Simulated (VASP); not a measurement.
# MgO (zincblende type) (F-43m) in VASP: notebook, part 3 of 3

VASP 6.6.1.

## (4) Relaxation of cell and atoms, PBE, target pressure 31 GPa, at which the enthalpy is minimised

This run uses another cell than the first one, of 9.47 Å³/atom, 0.930 times its volume.

File INCAR:

```
SYSTEM = MgO
PREC     = Accurate       ! precision mode
ENCUT    = 600            ! plane-wave cutoff, eV
EDIFF    = 1E-7           ! SCF threshold, eV
ISMEAR   = -1             ! smearing method
SIGMA    = 0.05           ! smearing width, eV
LREAL    = .False.        ! projectors in reciprocal space
LASPH    = .True.         ! aspherical terms in the spheres
NELM     = 80             ! most SCF steps
ALGO     = Normal         ! electronic algorithm
ISIF     = 3              ! what is computed and relaxed
LWAVE    = .False.        ! write WAVECAR
LCHARG   = .False.        ! write CHGCAR
GGA      = PE             ! functional
IBRION   = 2              ! ionic algorithm
NSW      = 60             ! ionic steps
EDIFFG   = -0.005         ! ionic threshold
PSTRESS  = 310.0
```

File KPOINTS:

```
regular mesh
0
Gamma
  15 15 15
  0 0 0
```

File POSCAR:

```
MgO
1.0
    0.0000000000      2.1156100805      2.1156100805
    2.1156100805      0.0000000000      2.1156100805
    2.1156100805      2.1156100805      0.0000000000
Mg O
1 1
Direct
    0.0000000000      0.0000000000      0.0000000000
    0.2500000000      0.2500000000      0.2500000000
```

Potentials or basis: VASP PAW PBE potentials, release 64 (Mg, O).

The run is started by

```console
cat potpaw_PBE.64/Mg/POTCAR potpaw_PBE.64/O/POTCAR > POTCAR
mpirun -np 1 vasp_std > vasp.out
```

OUTCAR:

```text
SYSTEM = MgO
   PREC = Accurate
   ENCUT = 600
   EDIFF = 1E-7
   ISMEAR = -1
   LREAL = .False.
   LASPH = .True.
   NELM = 80
   ISIF = 3
   GGA = PE
   IBRION = 2
   NSW = 60
   EDIFFG = -0.005
   PSTRESS = 310.0

 ion  position               nearest neighbor table
   1  0.000  0.000  0.000-   2 1.83   2 1.83   2 1.83   2 1.83
   2  0.250  0.250  0.250-   1 1.83   1 1.83   1 1.83   1 1.83

  LATTYP: Found a face centered cubic cell.
 ALAT       =     4.2312201610

  Lattice vectors:

 A1 = (   0.0000000000,   2.1156100805,   2.1156100805)
 A2 = (   2.1156100805,   0.0000000000,   2.1156100805)
 A3 = (   2.1156100805,   2.1156100805,   0.0000000000)

Analysis of symmetry for initial positions (statically):
=====================================================================
 Subroutine PRICEL returns:
 Original cell was already a primitive cell.

 Routine SETGRP: Setting up the symmetry group for a
 face centered cubic supercell.

 Subroutine GETGRP returns: Found 24 space group operations
 (whereof 24 operations were pure point group operations)
 out of a pool of 48 trial point group operations.

The static configuration has the point symmetry T_d .

Analysis of symmetry for dynamics (positions and initial velocities):
=====================================================================
 Subroutine PRICEL returns:
 Original cell was already a primitive cell.

 Routine SETGRP: Setting up the symmetry group for a
 face centered cubic supercell.

 Subroutine GETGRP returns: Found 24 space group operations
 (whereof 24 operations were pure point group operations)
 out of a pool of 48 trial point group operations.

The dynamic configuration has the point symmetry T_d .

 Subroutine INISYM returns: Found 24 space group operations
 (whereof 24 operations are pure point group operations),
 and found     1 'primitive' translations

----------------------------------------------------------------------------------------

                                     Primitive cell

  volume of cell :      18.9381

  direct lattice vectors                    reciprocal lattice vectors
     0.000000000  2.115610081  2.115610081    -0.236338447  0.236338447  0.236338447
     2.115610081  0.000000000  2.115610081     0.236338447 -0.236338447  0.236338447
     2.115610081  2.115610081  0.000000000     0.236338447  0.236338447 -0.236338447

  length of vectors
     2.991924469  2.991924469  2.991924469     0.409350197  0.409350197  0.409350197

  position of ions in fractional coordinates (direct lattice)
     0.000000000  0.000000000  0.000000000
     0.250000000  0.250000000  0.250000000

  ion indices of the primitive-cell ions
   primitive index   ion index
                 1           1
                 2           2

----------------------------------------------------------------------------------------

 KPOINTS: regular mesh

Automatic generation of k-mesh.
 Grid dimensions read from file:
 generate k-points for:   15   15   15

 Generating k-lattice:

  Cartesian coordinates                     Fractional coordinates (reciprocal lattice)
    -0.015755896  0.015755896  0.015755896     0.066666667  0.000000000  0.000000000
     0.015755896 -0.015755896  0.015755896     0.000000000  0.066666667  0.000000000
     0.015755896  0.015755896 -0.015755896     0.000000000  0.000000000  0.066666667

  Length of vectors
     0.027290013  0.027290013  0.027290013

  Shift w.r.t. Gamma in fractional coordinates (k-lattice)
     0.000000000  0.000000000  0.000000000

 Subroutine IBZKPT returns following result:
 ===========================================

 Found    120 irreducible k-points:

 Following reciprocal coordinates:
            Coordinates               Weight
  0.000000  0.000000  0.000000      1.000000
  0.066667  0.000000  0.000000      8.000000
  0.133333  0.000000  0.000000      8.000000
  0.200000  0.000000  0.000000      8.000000
  0.266667  0.000000  0.000000      8.000000
  0.333333  0.000000  0.000000      8.000000
[... 16 lines left out ...]
  0.133333  0.133333  0.000000      6.000000
  0.200000  0.133333  0.000000     24.000000
 [... further k-points ...]
   k-points           NKPTS =    120   k-points in BZ     NKDIM =    120   number of bands    NBANDS=      8
   number of dos      NEDOS =    301   number of ions     NIONS =      2
   total plane-waves  NPLWV =  13824
   dimension x,y,z NGX =    24 NGY =   24 NGZ =   24
   dimension x,y,z NGXF=    48 NGYF=   48 NGZF=   48
   ions per type =               1   1
   NGX,Y,Z   is equivalent  to a cutoff of  13.34, 13.34, 13.34 a.u.
   NGXF,Y,Z  is equivalent  to a cutoff of  26.67, 26.67, 26.67 a.u.
 SYSTEM =  MgO
   PREC   = accura    normal or accurate (medium, high low for compatibility)
   ISTART =      0    job   : 0-new  1-cont  2-samecut
   ICHARG =      2    charge: 1-file 2-atom 10-const
   ISPIN  =      1    spin polarized calculation?
   LNONCOLLINEAR =      F non collinear calculations
   LSORBIT =      F    spin-orbit coupling
   LASPH  =      T    aspherical Exc in radial PAW
   ENCUT  =  600.0 eV  44.10 Ry    6.64 a.u.   5.98  5.98  5.98*2*pi/ulx,y,z
   NELM   =     80;   NELMIN=  2; NELMDL= -5     # of ELM steps
   EDIFF  = 0.1E-06   stopping-criterion for ELM
   LREAL  =      F    real-space projection
   EDIFFG = -.5E-02   stopping-criterion for IOM
   NSW    =     60    number of steps for IOM
   IBRION =      2    ionic relax: 0-MD 1-quasi-New 2-CG
   NFREE  =      1    steps in history (QN), initial steepest desc. (CG)
   ISIF   =      3    stress and relaxation
   ISYM   =      2    0-nonsym 1-usesym 2-fastsym
   POTIM  = 0.5000    time-step for ionic-motion
   TEBEG  =    0.0;   TEEND  =   0.0 temperature during run
   PSTRESS=  310.0 pullay stress
   NELECT =       8.0000    total number of electrons
   NUPDOWN=      -1.0000    fix difference up-down
   EMIN   =  10.00;   EMAX   =-10.00  energy-range for DOS
   EFERMI =   0.00;   METHOD = LEGACY
   ISMEAR =    -1;   SIGMA  =   0.05  broadening in eV -4-tet -1-fermi 0-gaus
   EFERMI_NEDOS =   21; number of points for ismear=-14 and -15
   IALGO  =     38    algorithm
   IMIX   =      4    mixing-type and parameters
     AMIX     =   0.40;   BMIX     =  1.00
     AMIX_MAG =   1.60;   BMIX_MAG =  1.00
  volume/ion in A,a.u.               =       9.47        63.90
  Fermi-wavevector in a.u.,A,eV,Ry     =   1.228361  2.321265 20.529418  1.508870
  Thomas-Fermi vector in A             =   2.363289
   LORBIT       =      0    0 simple, 1 ext, 2 COOP (PROOUT), +10 PAW based schemes
   GGA     = PE    functional components
   LHFCALC =     F    Hartree Fock is set to
   AEXX    =    0.0000 exact exchange contribution
   IVDW    =     0    specifies the selected vdW correction
   LEPSILON=     F    determine dielectric tensor
   LRPA    =     F    only Hartree local field effects (RPA)
 conjugate gradient relaxation of ions
 non-spin polarized calculation
  energy-cutoff  :      600.00
  volume of cell :       18.94
 maximum number of plane-waves:       643
   NGX = 11   NGY = 11   NGZ = 11

--------------------------------------- Ionic step        1  -------------------------------------------

 number of electron       8.0000005 magnetization

 Free energy of the ion-electron system (eV)
  ---------------------------------------------------
  ext. energy  EPLUGINS =         0.00000000
  ---------------------------------------------------
  free energy    TOTEN  =       -11.00548426 eV

  energy without entropy =      -11.00548426  energy(sigma->0) =      -11.00548426

------------------------ aborting loop because EDIFF is reached ----------------------------------------

  FORCE on cell =-STRESS in cart. coord.  units (eV):
  Direction    XX          YY          ZZ          XY          YZ          ZX
  --------------------------------------------------------------------------------------
  -------------------------------------------------------------------------------------
  Total        5.9028682      5.9028682      5.9028682     -0.0000000     -0.0000000     -0.0000000
  in kB      499.3864897    499.3864897    499.3864897     -0.0000000     -0.0000000     -0.0000000
  external PRESSURE =     189.3864897 kB  Pullay stress =     310.0000000 kB
[... 101 lines left out ...]
--------------------------------------- Ionic step        4  -------------------------------------------

 number of electron       7.9999996 magnetization

 Free energy of the ion-electron system (eV)
  ---------------------------------------------------
  ext. energy  EPLUGINS =         0.00000000
  ---------------------------------------------------
  free energy    TOTEN  =       -11.35569823 eV

  energy without entropy =      -11.35569823  energy(sigma->0) =      -11.35569823

 E-fermi :   2.8239     XC(G=0): -10.4117

 val. band max:        1.6672304977   @ k =  -0.0667   0.0667   0.0000
 cond. band min:       6.2598694940   @ k =   0.0000   0.0000   0.0000
 fundamental gap:      4.5926389963
 Fermi energy:         2.8239287039

 k-point     1 :       0.0000    0.0000    0.0000
  band No.  band energies     occupation
      1     -14.7283      2.00000
      2       1.6637      2.00000
      3       1.6637      2.00000
      4       1.6637      2.00000
      5       6.2599      0.00000
      6      20.2553      0.00000
      7      20.2553      0.00000
      8      20.2553      0.00000
[... 243 lines left out ...]
 k-point    24 :       0.2000    0.1333    0.0000
  band No.  band energies     occupation
      1     -14.4261      2.00000
      2       0.3557      2.00000
      3       1.4554      2.00000
      4       1.4732      2.00000
      5       8.0431      0.00000
      6      17.1967      0.00000
      7      18.9691      0.00000
      8      19.8450      0.00000

 [... further k-points ...]
[... 5 lines left out ...]
  --------------------------------------------------------------------------------------
  -------------------------------------------------------------------------------------
  Total        3.9417511      3.9417511      3.9417511      0.0000000      0.0000000      0.0000000
  in kB      310.4650440    310.4650440    310.4650440      0.0000000      0.0000000      0.0000000
  external PRESSURE =       0.4650440 kB  Pullay stress =     310.0000000 kB
[... 21 lines left out ...]
  energy  without entropy=      -11.3556982345  energy(sigma->0) =      -11.35569823

  enthalpy is  TOTEN    =        -7.4198515053 eV   P V=        3.9358467291

 reached required accuracy - stopping structural energy minimisation
```

Run time: 76 s. Hardware: 1 thread of AMD EPYC 7R43 (Zen 3), shared host; peak memory 0.12 GiB.

What came out:

- Free energy: -11.3557 eV
- Relaxed volume: 10.17 Å³/atom
- Relaxed cell: a = 3.064 Å, b = 3.064 Å, c = 3.064 Å, α = 60.00°, β = 60.00°, γ = 60.00°
- Space group after relaxing (to 0.05 Å): F-43m (No. 216)
- Energy change on relaxing (the enthalpy is what falls): -175.1 meV/atom
- Ionic steps: 4
- Pressure after relaxing: 31.0 GPa
- Band gap on the k mesh: 4.59 eV, indirect (the least direct gap lies 3.5 meV higher)

The path:
| step | energy change (eV) | largest force (eV/Å) | pressure (GPa) | volume (Å³) |
| --- | --- | --- | --- | --- |
| 1 | 0.0000 | 0.0000 | 49.94 | 18.94 |
| 2 | -0.6004 | 0.0000 | 13.83 | 22.17 |
| 3 | -0.3559 | 0.0000 | 30.71 | 20.37 |
| 4 | -0.3502 | 0.0000 | 31.05 | 20.34 |

Final structure:
```
CELL_PARAMETERS angstrom
0.00000 2.16663 2.16663
2.16663 0.00000 2.16663
2.16663 2.16663 0.00000
ATOMIC_POSITIONS crystal
Mg 0.00000 0.00000 0.00000
O 0.25000 0.25000 0.25000
```

Levels at points of the mesh, in eV from the valence-band top:
```
           k point  band 1  band 2  band 3  band 4  band 5  band 6  band 7  band 8
(0.00, 0.00, 0.00)  -16.40    0.00    0.00    0.00    4.59   18.59   18.59   18.59
```

Caveat: the cell is relaxed towards a set pressure, so the enthalpy falls and the energy may rise. A k mesh can miss the band edges.

## (5) Relaxation of cell and atoms, PBE, target pressure 31 GPa, at which the enthalpy is minimised

File INCAR:

```
PREC = Accurate
ENCUT = 600
EDIFF = 1E-7
ISMEAR = -1
SIGMA = 0.05
LREAL = F
LASPH = T
NELM = 80
ALGO = Normal
ISIF = 3
LWAVE = F
LCHARG = F
GGA = PE
IBRION = 2
NSW = 32
EDIFFG = -0.005
PSTRESS = 310.0
```

File KPOINTS:

```
regular mesh
0
Gamma
  15 15 15
```

File POSCAR:

```
MgO
1.0
    0.0000000000      2.1672817975      2.1672817975
    2.1672817975      0.0000000000      2.1672817975
    2.1672817975      2.1672817975      0.0000000000
Mg O
1 1
Direct
    0.0000000000      0.0000000000      0.0000000000
    0.2500000000      0.2500000000      0.2500000000
```

The run is started by

```console
cat potpaw_PBE.64/Mg/POTCAR potpaw_PBE.64/O/POTCAR > POTCAR
mpirun -np 1 vasp_std > vasp.out
```

It took 51 s on 1 thread of AMD EPYC 7R43 (Zen 3), shared host; peak memory 0.13 GiB.

The run converged. Its results:

```
Free energy                                            : -11.3581 eV
Relaxed volume                                         : 10.17 Å³/atom
Relaxed cell                                           : a = 3.064 Å, b = 3.064 Å, c = 3.064 Å, α = 60.00°, β = 60.00°, γ = 60.00°
Space group after relaxing (to 0.05 Å)                 : F-43m (No. 216)
Energy change on relaxing (the enthalpy is what falls) : +2.2 meV/atom
Ionic steps                                            : 3
Pressure after relaxing                                : 31.0 GPa
Band gap on the k mesh                                 : 4.59 eV, indirect (the least direct gap lies 3.3 meV higher)
```

Step by step:
```
step  energy change (eV)  largest force (eV/Å)  pressure (GPa)  volume (Å³)
   1              0.0000                0.0000           30.75        20.36
   2              0.0091                0.0000           31.29        20.31
   3              0.0044                0.0000           31.01        20.34
```

Final structure:
```
Mg O
1.0
     0.00000    2.16647    2.16647
     2.16647    0.00000    2.16647
     2.16647    2.16647    0.00000
Mg O
1 1
Direct
  0.00000 0.00000 0.00000
  0.25000 0.25000 0.25000
```

Levels at points of the mesh, in eV from the valence-band top:
```csv
k point,band 1,band 2,band 3,band 4,band 5,band 6,band 7,band 8
"(0.00, 0.00, 0.00)",-16.40,0.00,0.00,0.00,4.59,18.59,18.59,18.59
```

Caveat: the cell is relaxed towards a set pressure, so the enthalpy falls and the energy may rise. As with any semilocal functional, this PBE gap is likely too small.

## (6) Summary

| task | cell | cutoff (eV) | gap on the mesh (eV) | pressure (GPa) |
| --- | --- | --- | --- | --- |
| single point | a = 3.065 Å, angles 60.0°, 2 atoms | 520 | 4.59 | 31.0 |
| single point | a = 3.064 Å, angles 60.0°, 2 atoms | 520 | 4.59 | 31.1 |
| relaxation of cell and atoms | relaxed to 31 GPa from a = 2.992 Å, angles 60.0°, 2 atoms | 600 | 4.59 | 31.0 |
| relaxation of cell and atoms | relaxed to 31 GPa from a = 3.065 Å, angles 60.0°, 2 atoms | 600 | 4.59 | 31.0 |

Alike in all rows: level PBE; potentials or basis VASP PAW PBE potentials, release 64 (Mg, O); no spin polarisation; k mesh 15 × 15 × 15; smearing fermi-dirac 0.05 eV.

Caveats: the cell is relaxed towards a set pressure, so the enthalpy falls and the energy may rise (some runs).

Absolute energies hang on the potentials; compare differences alone.
